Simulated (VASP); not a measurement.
Crystal: MgO.

```xyz
4
Lattice="5.0852 0.0000 0.0000 0.0000 3.1783 0.0000 0.0000 0.0000 5.5049" Properties=species:S:1:pos:R:3 pbc="T T T"
Mg    0.0000    0.0000    0.0000
Mg    0.0000    1.5891    2.7525
O     3.8648    0.0000    3.6699
O     1.2205    0.0000    1.8350
```

This cell differs from its parent crystal: atoms taken out.

```yaml
Program: VASP 6.6.1
Task: relaxation of cell and atoms
Functional: PBE
Potentials_or_basis: VASP PAW PBE potentials, release 64 (Mg, O)
Cutoff: 600 eV
k_mesh: 4 × 6 × 4
Occupations: gaussian, width 0.1 eV
Spin: no spin polarisation
```

At the start: pressure -10.3 GPa; volume 22.24 Å³/atom.

Problem. Where does the relaxation end?

Solution. Over 55 steps the energy falls by 1107.9 meV/atom and the volume is 11.82 Å³/atom (-46.8 %); space group P2/m (No. 10, to 0.1 Å) before and after.

Step by step:
```csv
step,energy change (eV),largest force (eV/Å),pressure (GPa),volume (Å³)
1,0.0000,3.4297,-10.30,88.97
3,-1.7971,0.7378,2.32,70.59
5,-2.6154,2.2307,-0.98,67.30
7,-2.8302,0.7174,-2.54,66.01
9,-2.8726,0.2881,0.39,64.74
11,-2.9389,0.2746,-0.03,64.58
13,-3.2173,0.4315,-3.05,62.93
15,-3.2312,0.4821,-3.39,62.63
17,-3.2658,0.4195,-3.77,62.12
19,-3.3146,0.3807,-4.89,59.50
21,-3.3841,0.1944,-4.44,59.83
23,-3.6989,2.0306,0.93,52.85
25,-3.8743,2.4780,3.45,50.20
27,-4.3182,0.5082,-1.59,50.57
29,-4.3507,0.0977,-2.66,50.66
31,-4.3726,0.1213,-0.45,49.43
33,-4.3738,0.1038,-0.03,49.21
35,-4.3749,0.0658,0.08,49.17
37,-4.3758,0.0580,-0.22,49.26
39,-4.3769,0.0659,-0.20,49.25
41,-4.3827,0.0905,-0.36,49.16
43,-4.4116,0.0562,-1.36,48.77
45,-4.4136,0.1456,-1.55,48.70
47,-4.4149,0.1790,-1.78,48.61
49,-4.4174,0.2340,-1.90,48.26
51,-4.4237,0.1915,-1.06,47.92
53,-4.4290,0.0995,0.59,47.21
55,-4.4316,0.0371,0.02,47.30
```

Final structure:
```yaml
crystal:
  lattice:
    - [2.73546, 0.00000, 1.14633]
    - [0.00000, 2.99753, 0.00000]
    - [1.52021, 0.00000, 6.40507]
  atoms:
    - { symbol: Mg, position: [0.00000, 0.00000, 0.00000] }
    - { symbol: Mg, position: [0.00000, 0.50000, 0.50000] }
    - { symbol: O, position: [0.85004, 0.00000, 0.74185] }
    - { symbol: O, position: [0.14996, 0.00000, 0.25815] }
```

Caveat: the cell differs from its parent crystal (atoms taken out); the volume moved by over 15 % at a fixed basis, so the end points are rough.
